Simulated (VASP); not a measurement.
Wanted: the native input for a VASP 6.6.1 run.

```
Task                   : single point
Functional             : LDA
Potentials or basis    : VASP PAW LDA potentials, release 64 (La, Bi_d)
Cutoff                 : 520 eV
k mesh                 : 12 × 12 × 12
Occupations            : fermi-dirac, width 0.05 eV
Spin                   : no spin polarisation
Dipole correction      : no
Further INCAR settings : ALGO = Normal; EDIFF = 1e-06; NBANDS = 20
```

The structure of LaBi (rocksalt type) lies in POSCAR:

```
LaBi
1.0
    0.0000000000      2.8132209407      2.8132209407
    2.8132209407      0.0000000000      2.8132209407
    2.8132209407      2.8132209407      0.0000000000
La Bi
1 1
Direct
    0.0000000000      0.0000000000      0.0000000000
    0.5000000000      0.5000000000      0.5000000000
```

The input as run:

INCAR

```
  PREC = Accurate
  ENCUT = 520
  EDIFF = 1E-6
  ISMEAR = -1
  SIGMA = 0.05
  LREAL = F
  LASPH = T
  NELM = 80
  ALGO = Normal
  ISIF = 2
  LWAVE = F
  LCHARG = F
  GGA = CA
  NBANDS = 20
```

KPOINTS

```
regular mesh
0
Gamma
  12 12 12
```

Potentials or basis: VASP PAW LDA potentials, release 64 (La, Bi_d).

Launch:

```sh
$ cat potpaw_LDA.64/La/POTCAR potpaw_LDA.64/Bi_d/POTCAR > POTCAR
$ mpirun -np 1 vasp_std > vasp.out
```

Results of the run:

```json
{"Pressure": "61.2 GPa", "Band gap on the k mesh": "zero (band 13 reaches 12.95 eV, above the bottom of band 14 at 12.26 eV)"}
```

Caveat: spin-orbit coupling is left out, which moves the levels of the heavy elements.

It took 110 s on 1 thread of Intel(R) Xeon(R) Platinum 8259CL CPU @ 2.50GHz (Skylake/Cascade Lake), on a shared host, peak memory 0.21 GiB.
